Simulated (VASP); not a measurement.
# Os4C (Fd-3m) in VASP: notebook

The runs below take Os4C through relaxation of cell and atoms, with PBE.

All numbers are computed with VASP 6.6.1; they aren't measurements. Logs are shortened: lines on timing, memory, paths and dates and some standing lists are left out, and cuts for length are marked.

### Step 1. The cell of the first run

Symmetry: Fd-3m, No. 227, cubic system. Conventional cell: a = 9.174 Å, b = 9.174 Å, c = 9.174 Å, α = 90.00°, β = 90.00°, γ = 90.00°. Within 2.7 Å of Os (site symmetry 3m) lie 1 C at 2.00 Å. C (site symmetry -43m) has 4 Os at 2.00 Å within 2.7 Å.

The cell was built from a structure type or drawn by symmetry, and may not be a known phase.

### Step 2. Relaxation of cell and atoms, PBE

Input file INCAR:

```
SYSTEM = Os4C
ALGO = Normal
EDIFF = 1E-6
EDIFFG = -0.04
ENCUT = 600
GGA = PE
IBRION = 2
ISIF = 3
ISMEAR = 0
LASPH = .TRUE.
LCHARG = .FALSE.
LREAL = .FALSE.
LWAVE = .FALSE.
NELM = 60
NSW = 90
PREC = Accurate
SIGMA = 0.1
```

Input file KPOINTS:

```
k-points
0
G
  4 4 4
  0 0 0
```

Input file POSCAR:

```
Os4C
1.0
    0.0000000000      4.5868040800      4.5868040800
    4.5868040800      0.0000000000      4.5868040800
    4.5868040800      4.5868040800      0.0000000000
Os C
8 2
Direct
    0.3761259900      0.3761259900      0.3761259900
    0.3761259900      0.3761259900      0.8716220300
    0.3761259900      0.8716220300      0.3761259900
    0.8738740100      0.8738740100      0.3783779700
    0.8738740100      0.8738740100      0.8738740100
    0.8716220300      0.3761259900      0.3761259900
    0.8738740100      0.3783779700      0.8738740100
    0.3783779700      0.8738740100      0.8738740100
    0.0000000000      0.0000000000      0.0000000000
    0.2500000000      0.2500000000      0.2500000000
```

Potentials or basis: VASP PAW PBE potentials, release 64 (Os, C).

Run with:

```bash
cat potpaw_PBE.64/Os/POTCAR potpaw_PBE.64/C/POTCAR > POTCAR
mpirun -np 1 vasp_std > vasp.out
```

OUTCAR:

```text
SYSTEM = Os4C
   EDIFF = 1E-6
   EDIFFG = -0.04
   ENCUT = 600
   GGA = PE
   IBRION = 2
   ISIF = 3
   ISMEAR = 0
   LASPH = .TRUE.
   LREAL = .FALSE.
   NELM = 60
   NSW = 90
   PREC = Accurate

 ion  position               nearest neighbor table
   1  0.376  0.376  0.376-  10 2.00   3 3.21   6 3.21   2 3.21   7 3.24   8 3.24   4 3.24   8 3.24
                             4 3.24   7 3.24   2 3.27   6 3.27   3 3.27
   2  0.376  0.376  0.872-  10 2.00   3 3.21   6 3.21   1 3.21   8 3.24   7 3.24   5 3.24   5 3.24
                             8 3.24   7 3.24   6 3.27   1 3.27   3 3.27
   3  0.376  0.872  0.376-  10 2.00   2 3.21   6 3.21   1 3.21   8 3.24   4 3.24   5 3.24   5 3.24
                             8 3.24   4 3.24   6 3.27   1 3.27   2 3.27
   4  0.874  0.874  0.378-   9 2.00   7 3.21   8 3.21   5 3.21   3 3.24   6 3.24   1 3.24   1 3.24
                             6 3.24   3 3.24   8 3.27   7 3.27   5 3.27
   5  0.874  0.874  0.874-   9 2.00   7 3.21   8 3.21   4 3.21   3 3.24   6 3.24   2 3.24   3 3.24
                             2 3.24   6 3.24   4 3.27   7 3.27   8 3.27
   6  0.872  0.376  0.376-  10 2.00   2 3.21   3 3.21   1 3.21   7 3.24   4 3.24   5 3.24   5 3.24
                             7 3.24   4 3.24   2 3.27   3 3.27   1 3.27
   7  0.874  0.378  0.874-   9 2.00   5 3.21   8 3.21   4 3.21   2 3.24   6 3.24   1 3.24   1 3.24
                             2 3.24   6 3.24   8 3.27   4 3.27   5 3.27
   8  0.378  0.874  0.874-   9 2.00   5 3.21   7 3.21   4 3.21   2 3.24   3 3.24   1 3.24   1 3.24
                             2 3.24   3 3.24   7 3.27   4 3.27   5 3.27
   9  0.000  0.000  0.000-   5 2.00   4 2.00   7 2.00   8 2.00
  10  0.250  0.250  0.250-   1 2.00   2 2.00   3 2.00   6 2.00

  LATTYP: Found a face centered cubic cell.
 ALAT       =     9.1736081600

  Lattice vectors:

 A1 = (   0.0000000000,   4.5868040800,   4.5868040800)
 A2 = (   4.5868040800,   0.0000000000,   4.5868040800)
 A3 = (   4.5868040800,   4.5868040800,   0.0000000000)

Analysis of symmetry for initial positions (statically):
=====================================================================
 Subroutine PRICEL returns:
 Original cell was already a primitive cell.

 Routine SETGRP: Setting up the symmetry group for a
 face centered cubic supercell.

 Subroutine GETGRP returns: Found 48 space group operations
 (whereof 24 operations were pure point group operations)
 out of a pool of 48 trial point group operations.

The static configuration has the point symmetry T_d .
 The point group associated with its full space group is O_h .

Analysis of symmetry for dynamics (positions and initial velocities):
=====================================================================
 Subroutine PRICEL returns:
 Original cell was already a primitive cell.

 Routine SETGRP: Setting up the symmetry group for a
 face centered cubic supercell.

 Subroutine GETGRP returns: Found 48 space group operations
 (whereof 24 operations were pure point group operations)
 out of a pool of 48 trial point group operations.

The dynamic configuration has the point symmetry T_d .
 The point group associated with its full space group is O_h .

 Subroutine INISYM returns: Found 48 space group operations
 (whereof 24 operations are pure point group operations),
 and found     1 'primitive' translations

----------------------------------------------------------------------------------------

                                     Primitive cell

  volume of cell :     193.0014

  direct lattice vectors                    reciprocal lattice vectors
     0.000000000  4.586804080  4.586804080    -0.109008362  0.109008362  0.109008362
     4.586804080  0.000000000  4.586804080     0.109008362 -0.109008362  0.109008362
     4.586804080  4.586804080  0.000000000     0.109008362  0.109008362 -0.109008362

  length of vectors
     6.486720538  6.486720538  6.486720538     0.188808022  0.188808022  0.188808022

  position of ions in fractional coordinates (direct lattice)
     0.376125990  0.376125990  0.376125990
     0.376125990  0.376125990  0.871622030
     0.376125990  0.871622030  0.376125990
     0.873874010  0.873874010  0.378377970
     0.873874010  0.873874010  0.873874010
     0.871622030  0.376125990  0.376125990
     0.873874010  0.378377970  0.873874010
     0.378377970  0.873874010  0.873874010
     0.000000000  0.000000000  0.000000000
     0.250000000  0.250000000  0.250000000

  ion indices of the primitive-cell ions
   primitive index   ion index
                 1           1
                 2           2
                 3           3
                 4           4
                 5           5
                 6           6
                 7           7
                 8           8
                 9           9
                10          10

----------------------------------------------------------------------------------------

 KPOINTS: k-points

Automatic generation of k-mesh.
 Grid dimensions read from file:
 generate k-points for:    4    4    4

 Generating k-lattice:

  Cartesian coordinates                     Fractional coordinates (reciprocal lattice)
    -0.027252091  0.027252091  0.027252091     0.250000000  0.000000000  0.000000000
     0.027252091 -0.027252091  0.027252091     0.000000000  0.250000000  0.000000000
     0.027252091  0.027252091 -0.027252091     0.000000000  0.000000000  0.250000000

  Length of vectors
     0.047202005  0.047202005  0.047202005

  Shift w.r.t. Gamma in fractional coordinates (k-lattice)
     0.000000000  0.000000000  0.000000000

 Subroutine IBZKPT returns following result:
 ===========================================

 Found      8 irreducible k-points:

 Following reciprocal coordinates:
            Coordinates               Weight
  0.000000  0.000000  0.000000      1.000000
  0.250000  0.000000  0.000000      8.000000
  0.500000  0.000000  0.000000      4.000000
  0.250000  0.250000  0.000000      6.000000
  0.500000  0.250000  0.000000     24.000000
 -0.250000  0.250000  0.000000     12.000000
  0.500000  0.500000  0.000000      3.000000
 -0.250000  0.500000  0.250000      6.000000
   k-points           NKPTS =      8   k-points in BZ     NKDIM =      8   number of bands    NBANDS=     43
   number of dos      NEDOS =    301   number of ions     NIONS =     10
   total plane-waves  NPLWV = 157464
   dimension x,y,z NGX =    54 NGY =   54 NGZ =   54
   dimension x,y,z NGXF=   108 NGYF=  108 NGZF=  108
   ions per type =               8   2
   NGX,Y,Z   is equivalent  to a cutoff of  13.84, 13.84, 13.84 a.u.
   NGXF,Y,Z  is equivalent  to a cutoff of  27.68, 27.68, 27.68 a.u.
 SYSTEM =  Os4C
   PREC   = accura    normal or accurate (medium, high low for compatibility)
   ISTART =      0    job   : 0-new  1-cont  2-samecut
   ICHARG =      2    charge: 1-file 2-atom 10-const
   ISPIN  =      1    spin polarized calculation?
   LNONCOLLINEAR =      F non collinear calculations
   LSORBIT =      F    spin-orbit coupling
   LASPH  =      T    aspherical Exc in radial PAW
   ENCUT  =  600.0 eV  44.10 Ry    6.64 a.u.  12.96 12.96 12.96*2*pi/ulx,y,z
   NELM   =     60;   NELMIN=  2; NELMDL= -5     # of ELM steps
   EDIFF  = 0.1E-05   stopping-criterion for ELM
   LREAL  =      F    real-space projection
   EDIFFG = -.4E-01   stopping-criterion for IOM
   NSW    =     90    number of steps for IOM
   IBRION =      2    ionic relax: 0-MD 1-quasi-New 2-CG
   NFREE  =      1    steps in history (QN), initial steepest desc. (CG)
   ISIF   =      3    stress and relaxation
   ISYM   =      2    0-nonsym 1-usesym 2-fastsym
   POTIM  = 0.5000    time-step for ionic-motion
   TEBEG  =    0.0;   TEEND  =   0.0 temperature during run
   PSTRESS=    0.0 pullay stress
   NELECT =      72.0000    total number of electrons
   NUPDOWN=      -1.0000    fix difference up-down
   EMIN   =  10.00;   EMAX   =-10.00  energy-range for DOS
   EFERMI =   0.00;   METHOD = LEGACY
   ISMEAR =     0;   SIGMA  =   0.10  broadening in eV -4-tet -1-fermi 0-gaus
   EFERMI_NEDOS =   21; number of points for ismear=-14 and -15
   IALGO  =     38    algorithm
   IMIX   =      4    mixing-type and parameters
     AMIX     =   0.40;   BMIX     =  1.00
     AMIX_MAG =   1.60;   BMIX_MAG =  1.00
  volume/ion in A,a.u.               =      19.30       130.24
  Fermi-wavevector in a.u.,A,eV,Ry     =   1.178507  2.227055 18.896840  1.388879
  Thomas-Fermi vector in A             =   2.314835
   LORBIT       =      0    0 simple, 1 ext, 2 COOP (PROOUT), +10 PAW based schemes
   GGA     = PE    functional components
   LHFCALC =     F    Hartree Fock is set to
   AEXX    =    0.0000 exact exchange contribution
   IVDW    =     0    specifies the selected vdW correction
   LEPSILON=     F    determine dielectric tensor
   LRPA    =     F    only Hartree local field effects (RPA)
 conjugate gradient relaxation of ions
 non-spin polarized calculation
 Gauss-broadening in eV      SIGMA  =   0.10
  energy-cutoff  :      600.00
  volume of cell :      193.00
 maximum number of plane-waves:      6476
 NGX is ok and might be reduce to    54
   NGX = 25   NGY = 25   NGZ = 25

--------------------------------------- Ionic step        1  -------------------------------------------

 number of electron      72.0000000 magnetization

 Free energy of the ion-electron system (eV)
  ---------------------------------------------------
  ext. energy  EPLUGINS =         0.00000000
  ---------------------------------------------------
  free energy    TOTEN  =       -88.13685473 eV

  energy without entropy =      -88.06619067  energy(sigma->0) =      -88.10152270

 E-fermi :   3.9656     XC(G=0): -11.4441

 val. band max:        3.9607010386   @ k =  -0.2500   0.5000   0.2500
 cond. band min:       3.9755215194   @ k =   0.2500   0.0000   0.0000
 fundamental gap:      0.0148204808
 Fermi energy:         3.9656157130

 k-point     1 :       0.0000    0.0000    0.0000
  band No.  band energies     occupation
      1      -7.9327      2.00000
      2      -7.5445      2.00000
      3      -1.6316      2.00000
      4      -1.6316      2.00000
      5      -1.6316      2.00000
      6      -1.6046      2.00000
[... 482 lines left out ...]
  FREE ENERGIE OF THE ION-ELECTRON SYSTEM (eV)
  ---------------------------------------------------
  free  energy   TOTEN  =       -93.1923755276 eV

  energy  without entropy=      -93.1311645469  energy(sigma->0) =      -93.16177004

 E-fermi :  10.2690     XC(G=0): -14.2095

 val. band max:       10.1948266016   @ k =   0.5000   0.2500   0.0000
 cond. band min:      10.2847883847   @ k =   0.5000   0.0000   0.0000
 fundamental gap:      0.0899617831
 Fermi energy:        10.2689721339

 k-point     1 :       0.0000    0.0000    0.0000
  band No.  band energies     occupation
      1      -4.0161      2.00000
      2      -3.0506      2.00000
      3       0.7290      2.00000
      4       1.1408      2.00000
      5       1.1408      2.00000
      6       1.1408      2.00000
[... 357 lines left out ...]
     42      12.6754      0.00000
     43      12.6817      0.00000

[... ionic steps 4 to 14 ...]

--------------------------------------- Ionic step       15  -------------------------------------------

 number of electron      72.0000001 magnetization

------------------------ aborting loop because EDIFF is reached ----------------------------------------

  FORCE on cell =-STRESS in cart. coord.  units (eV):
  Direction    XX          YY          ZZ          XY          YZ          ZX
  --------------------------------------------------------------------------------------
  -------------------------------------------------------------------------------------
  Total        1.1880869      1.1880869      1.1880869     -0.0000000      0.0000000      0.0000000
  in kB       13.9777153     13.9777153     13.9777153     -0.0000000      0.0000000      0.0000000
  external PRESSURE =      13.9777153 kB  Pullay stress =       0.0000000 kB
[... 73 lines left out ...]
  energy  without entropy=     -101.5285892244  energy(sigma->0) =     -101.54095155

--------------------------------------- Ionic step       17  -------------------------------------------

 number of electron      72.0000001 magnetization

 Free energy of the ion-electron system (eV)
  ---------------------------------------------------
  ext. energy  EPLUGINS =         0.00000000
  ---------------------------------------------------
  free energy    TOTEN  =      -101.56198687 eV

  energy without entropy =     -101.53760356  energy(sigma->0) =     -101.54979521

 E-fermi :   7.8598     XC(G=0): -13.3188

 val. band max:        7.8102743661   @ k =   0.2500   0.0000   0.0000
 cond. band min:       7.9522331184   @ k =  -0.2500   0.2500   0.0000
 fundamental gap:      0.1419587523
 Fermi energy:         7.8597515371

 k-point     1 :       0.0000    0.0000    0.0000
  band No.  band energies     occupation
      1      -5.4287      2.00000
      2      -4.5970      2.00000
      3       0.1379      2.00000
      4       0.4128      2.00000
      5       0.4128      2.00000
      6       0.4128      2.00000
[... 394 lines left out ...]
  FREE ENERGIE OF THE ION-ELECTRON SYSTEM (eV)
  ---------------------------------------------------
  free  energy   TOTEN  =      -101.5619868692 eV

  energy  without entropy=     -101.5376035597  energy(sigma->0) =     -101.54979521

 reached required accuracy - stopping structural energy minimisation
```

It took 38 min on 1 thread of Intel Xeon 8259CL, shared host; peak memory 0.47 GiB.

What came out:

```yaml
Free_energy: -101.5620 eV
Relaxed_volume: 13.67 Å³/atom
Relaxed_cell: a = 5.782 Å, b = 5.782 Å, c = 5.782 Å, α = 60.00°, β = 60.00°, γ = 60.00°
Space_group_after_relaxing_to_0.1_Å: Fd-3m (No. 227)
Pressure_after_relaxing: 0.0 GPa
Largest_force_after_relaxing: 0.003 eV/Å
Band_gap_on_the_k_mesh: zero (bands 36 and 37 overlap by 1.60 eV)
```

Forces in eV/Å, atoms in the order of the input:
```
Os  -0.002 -0.002 -0.002
Os   0.002  0.002 -0.002
Os   0.002 -0.002  0.002
Os  -0.002 -0.002  0.002
Os   0.002  0.002  0.002
Os  -0.002  0.002  0.002
Os  -0.002  0.002 -0.002
Os   0.002 -0.002 -0.002
C    0.000  0.000  0.000
C    0.000  0.000  0.000
```

Final structure:
```cif
data_structure
_symmetry_space_group_name_H-M 'P 1'
_symmetry_Int_Tables_number 1
_cell_length_a 5.7820
_cell_length_b 5.7820
_cell_length_c 5.7820
_cell_angle_alpha 60.000
_cell_angle_beta 60.000
_cell_angle_gamma 60.000
_cell_volume 136.68
loop_
_atom_site_label
_atom_site_type_symbol
_atom_site_fract_x
_atom_site_fract_y
_atom_site_fract_z
_atom_site_occupancy
Os1 Os 0.38812 0.38812 0.38812 1
Os2 Os 0.38812 0.38812 0.83563 1
Os3 Os 0.38812 0.83563 0.38812 1
Os4 Os 0.86188 0.86188 0.41437 1
Os5 Os 0.86188 0.86188 0.86188 1
Os6 Os 0.83563 0.38812 0.38812 1
Os7 Os 0.86188 0.41437 0.86188 1
Os8 Os 0.41437 0.86188 0.86188 1
C1 C 0.00000 0.00000 0.00000 1
C2 C 0.25000 0.25000 0.25000 1
```

Levels at points of the mesh, in eV from the Fermi level:
```tsv
k point	band 32	band 33	band 34	band 35	band 36	band 37	band 38	band 39
(0.00, 0.00, 0.00)	-0.16	0.85	0.85	1.10	1.10	1.10	1.58	1.58
(0.50, 0.00, 0.00)	-0.84	-0.84	-0.46	-0.28	-0.28	0.14	0.17	1.32
(0.50, 0.50, 0.00)	-1.35	-1.12	-1.12	-0.52	-0.52	-0.49	-0.49	1.03
```

Caveat: the volume moved by over 15 % at a fixed basis, so the end points are rough; spin-orbit coupling is left out, which moves the levels of the heavy elements.

(Part 1 of 2 ends here.)
